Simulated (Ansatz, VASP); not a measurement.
GaN in VASP and in Ansatz

INCAR

```
ALGO     = Normal         # electronic algorithm
EDIFF    = 1E-6           # SCF threshold, eV
ENCUT    = 520            # plane-wave cutoff, eV
GGA      = CA             # functional
ISIF     = 2              # what is computed and relaxed
ISMEAR   = -1             # smearing method
LASPH    = T              # aspherical terms in the spheres
LCHARG   = T              # write CHGCAR
LELF     = T              # ELF
LREAL    = F              # projectors in reciprocal space
LVHAR    = T            
LWAVE    = F              # write WAVECAR
NBANDS   = 26             # bands
NELM     = 60             # most SCF steps
PREC     = Accurate       # precision mode
SIGMA    = 0.02           # smearing width, eV
```

Contents of KPOINTS:

```
k-points
0
Gamma
  8 6 8
```

The input POSCAR:

```
GaN
1.0
   -2.2275688896      2.2275688896      0.0000000000
    0.0000000000      0.0000000000      4.4551377792
    2.2275688896      2.2275688896      0.0000000000
Ga N
2 2
Direct
    0.0000000000      0.0000000000      0.0000000000
    0.5000000000      0.5000000000      0.5000000000
    0.0000000000      0.2500000000      0.5000000000
    0.5000000000      0.7500000000      0.0000000000
```

Input for Ansatz:

```yaml
crystal:
  lattice:
    - [-2.2275688896, 2.2275688896, 0.0]
    - [0.0, 0.0, 4.4551377792]
    - [2.2275688896, 2.2275688896, 0.0]
  atoms:
    - { symbol: Ga, position: [0.0, 0.0, 0.0] }
    - { symbol: Ga, position: [0.5, 0.5, 0.5] }
    - { symbol: "N", position: [0.0, 0.25, 0.5] }
    - { symbol: "N", position: [0.5, 0.75, 0.0] }
kpoints:
  mp_grid: { grid: [8, 6, 8] }
scf:
  occupations: { method: fermi_dirac, width: 0.02 }
  initial_density: { chi_scale: 0.1 }
hamiltonian:
  xc: lda
  pseudopotentials: { kind: paw }
output:
  forces: true
  stress: true
  eigenvalues: true
  write_density: true
  write_potential: true
  elf: true
  volumetric_format: npy
```

Alike in both runs: task single point; functional LDA; k mesh 8 × 6 × 8; occupations fermi-dirac, width 0.02 eV; no spin polarisation.

|  | VASP | Ansatz |
| --- | --- | --- |
| version | VASP 6.6.1 | Ansatz 0.2.0 |
| potentials or method | VASP PAW LDA potentials, release 64 (Ga_d, N) | PAW with Ansatz's default frozen-core files, scalar-relativistic |
| plane-wave cutoff (eV) | 520 | 420 |
| valence electrons in the cell | 36 | 36 |

VASP gave:

```
gap on the k mesh at the Fermi level (eV) : 1.97
pressure (GPa)                            : 1.2
```

**Question.** Estimate Ansatz's values.

**Answer.** gap on the k mesh at the Fermi level (eV): 1.96; pressure (GPa): 0.0.

LDA's correlation is that of Perdew and Zunger in VASP and of Perdew and Wang (1992) in Ansatz.
